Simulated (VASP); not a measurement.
A run of VASP 6.6.1:

INCAR

```
SYSTEM = Sn
  PREC = Accurate
  ENCUT = 520
  EDIFF = 1E-6
  ISMEAR = 1
  SIGMA = 0.025
  LREAL = .False.
  LASPH = .True.
  NELM = 80
  ALGO = Normal
  ISIF = 2
  LWAVE = .False.
  LCHARG = .False.
  GGA = PE
  NBANDS = 21
```

File KPOINTS:

```
Automatic mesh
0
Gamma
  6 6 6
  0 0 0
```

POSCAR

```
Sn
1.0
    0.0000000000      3.2333428000      3.2333428000
    3.2333428000      0.0000000000      3.2333428000
    3.2333428000      3.2333428000      0.0000000000
Sn
2
Direct
    0.7500000000      0.7500000000      0.7500000000
    0.5000000000      0.5000000000      0.5000000000
```

Potentials or basis: VASP PAW PBE potentials, release 64 (Sn_d).

The run is started by

```sh
$ cat potpaw_PBE.64/Sn_d/POTCAR > POTCAR
$ mpirun -np 1 vasp_std > vasp.out
```

Hardware: 1 thread of Intel Xeon 8259CL, with other jobs on the host.

Task: How long does it take, and how much memory?

Result: It took 36 s on 1 thread of Intel Xeon 8259CL (shared host), peak memory 0.2 GiB. Counts: scf iterations 12, k points 16.
